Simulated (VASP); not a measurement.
Set up this calculation in VASP 6.6.1, as the native input.

```
Task                   : single point
Functional             : PBE
Dispersion             : D3(BJ)
Potentials or basis    : VASP PAW PBE potentials, release 64 (Si, Ti_sv)
Cutoff                 : 520 eV
k mesh                 : 2 × 2 × 2
Occupations            : fermi-dirac, width 0.02 eV
Spin                   : no spin polarisation
Dipole correction      : no
Further INCAR settings : LREAL = Auto; ALGO = Normal; EDIFF = 1e-07; NBANDS = 52
```

The structure of TiSi16 (a cell with a defect) lies in POSCAR:

```
TiSi16
1.0
    0.0000000000      5.4300000000      5.4300000000
    5.4300000000      0.0000000000      5.4300000000
    5.4300000000      5.4300000000      0.0000000000
Si Ti
16 1
Direct
    0.0511976980     -0.0173647330     -0.0169376611
    0.1365571823      0.1254794659      0.1260538674
   -0.0122895948      0.0134137201      0.4995568140
    0.1370352670      0.1253665746      0.6117682320
   -0.0115279926      0.4990314917      0.0133408840
    0.1374835175      0.6112391344      0.1256973297
   -0.0111386740      0.4988913444      0.4992546961
    0.0741824125      0.6419750460      0.6420501842
    0.5076144567      0.0117726519      0.0120509208
    0.6756183241      0.1076936464      0.1081728361
    0.5081672192      0.0116432781      0.4683381215
    0.6164971455      0.1569166667      0.6133531308
    0.5087900552      0.4680690608      0.0116077348
    0.6173050645      0.6130610497      0.1565686004
    0.4497406998      0.5172060773      0.5167427256
    0.6178080110      0.6128837017      0.6130277164
    0.5628553407      0.8124520258      0.8123560773
```

These files were run (other wordings do the same):

INCAR

```
SYSTEM = TiSi16
  ALGO = Normal
  EDIFF = 1E-7
  ENCUT = 520
  GGA = PE
  ISIF = 2
  ISMEAR = -1
  IVDW = 12
  LASPH = .True.
  LCHARG = .False.
  LREAL = Auto
  LWAVE = .False.
  NBANDS = 52
  NELM = 60
  PREC = Accurate
  SIGMA = 0.02
```

KPOINTS

```
k-points
0
Gamma
  2 2 2
  0 0 0
```

Potentials or basis: VASP PAW PBE potentials, release 64 (Si, Ti_sv).

The run is started by

```sh
$ cat potpaw_PBE.64/Si/POTCAR potpaw_PBE.64/Ti_sv/POTCAR > POTCAR
$ mpirun -np 1 vasp_std > vasp.out
```

Results of the run:

```
Pressure                   : 2.8 GPa
Largest force              : 0.031 eV/Å
Band gap on the k mesh     : zero (bands 38 and 39 overlap by 0.19 eV)
Dispersion energy per atom : -0.343 eV
```

Caveat: the k points lie up to 0.50 Å⁻¹ apart.

It took 8.4 min on 1 thread of Intel Xeon 8259CL (shared host), peak memory 0.49 GiB.
